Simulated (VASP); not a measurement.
**GaSb: single point with PBE**

The system is GaSb, a wire with vacuum.

```
Ga Sb
1.0
     9.00000    0.00000    0.00000
     0.00000    9.30000    0.00000
     0.00000    0.00000    5.15291
Ga Sb
1 1
Cartesian
  4.5000 4.6500 -0.0902
  4.5000 4.6500 2.4863
```

```yaml
Program: VASP 6.6.1
Task: single point
Functional: PBE
Potentials_or_basis: VASP PAW PBE potentials, release 64 (Ga_d, Sb)
Cutoff: 520 eV
k_mesh: 1 × 1 × 13
Occupations: gaussian, width 0.05 eV
Spin: collinear spin, ferromagnetic start
Starting_moments: "[0.5, 0.5] μB"
Dipole_correction: no
Further_INCAR_settings: ALGO = Normal; EDIFF = 1e-07; NBANDS = 20
```

| Property | Result |
| --- | --- |
| Net moment | 0.77 μB per cell |
| Site moments | Ga -0.01; Sb +0.28 μB |
| Valence electrons inside the program's atomic spheres | Ga 11.51; Sb 2.42 |

Levels at points of the mesh, in eV from the Fermi level:
Spin up:
```csv
k point,band 5,band 6,band 7,band 8,band 9,band 10,band 11,band 12,band 13,band 14
"(0.00, 0.00, 0.00)",-14.82,-9.06,-2.65,-2.50,-0.92,-0.92,3.75,4.04,4.04,4.93
```
Spin down:
| k point | band 5 | band 6 | band 7 | band 8 | band 9 | band 10 | band 11 | band 12 | band 13 | band 14 |
| --- | --- | --- | --- | --- | --- | --- | --- | --- | --- | --- |
| (0.00, 0.00, 0.00) | -14.81 | -8.74 | -2.49 | -2.37 | -0.51 | -0.51 | 3.87 | 4.25 | 4.25 | 5.07 |

Run time: 2.2 min on 1 thread of AMD EPYC 9R45 96-Core Processor (Zen 5), on a shared host, peak memory 0.61 GiB.

Caveat: spin-orbit coupling is left out, which moves the levels of the heavy elements.
